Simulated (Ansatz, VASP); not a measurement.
# SiC: VASP beside Ansatz

The input INCAR:

```
SYSTEM = SiC
ALGO = Normal
EDIFF = 1E-7
ENCUT = 520
GGA = PE
ISIF = 2
ISMEAR = 0
LASPH = .True.
LCHARG = .False.
LREAL = .False.
LWAVE = .False.
NBANDS = 11
NELM = 100
PREC = Accurate
SIGMA = 0.05
```

File KPOINTS:

```
k-points
0
Gamma
  18 18 18
  0 0 0
```

POSCAR

```
SiC
1.0
    0.0000000000      2.1790000000      2.1790000000
    2.1790000000      0.0000000000      2.1790000000
    2.1790000000      2.1790000000      0.0000000000
Si C
1 1
Direct
    0.0000000000      0.0000000000      0.0000000000
    0.2500000000      0.2500000000      0.2500000000
```

Input for Ansatz:

```yaml
crystal:
  lattice:
    - [0.0, 2.179, 2.179]
    - [2.179, 0.0, 2.179]
    - [2.179, 2.179, 0.0]
  atoms:
    - { symbol: Si, position: [0.0, 0.0, 0.0] }
    - { symbol: C, position: [0.25, 0.25, 0.25] }
basis:
  ecutwfc: 420
  ecutrho_ratio: 4
kpoints:
  mp_grid: { grid: [18, 18, 18] }
hamiltonian:
  xc: pbe
scf:
  occupations: { method: gaussian, width: 0.05 }
output:
  forces: true
  stress: true
  eigenvalues: true
```

Alike in both runs: task single point; functional PBE; k mesh 18 × 18 × 18; occupations gaussian, width 0.05 eV; no spin polarisation.

|  | VASP | Ansatz |
| --- | --- | --- |
| version | VASP 6.6.1 | Ansatz 0.2.0 |
| potentials or method | VASP PAW PBE potentials, release 64 (Si, C), cutoff 520 eV | scalar-relativistic, plane waves, PAW |
| valence electrons in the cell | 8 | 8 |

Ansatz gave:

- gap on the k mesh at the Fermi level (eV): 1.36
- least direct gap on the mesh (eV): 4.55
- pressure (GPa): 3.3

Which values does VASP return?

gap on the k mesh at the Fermi level (eV): 1.36; least direct gap on the mesh (eV): 4.54; pressure (GPa): 3.2.
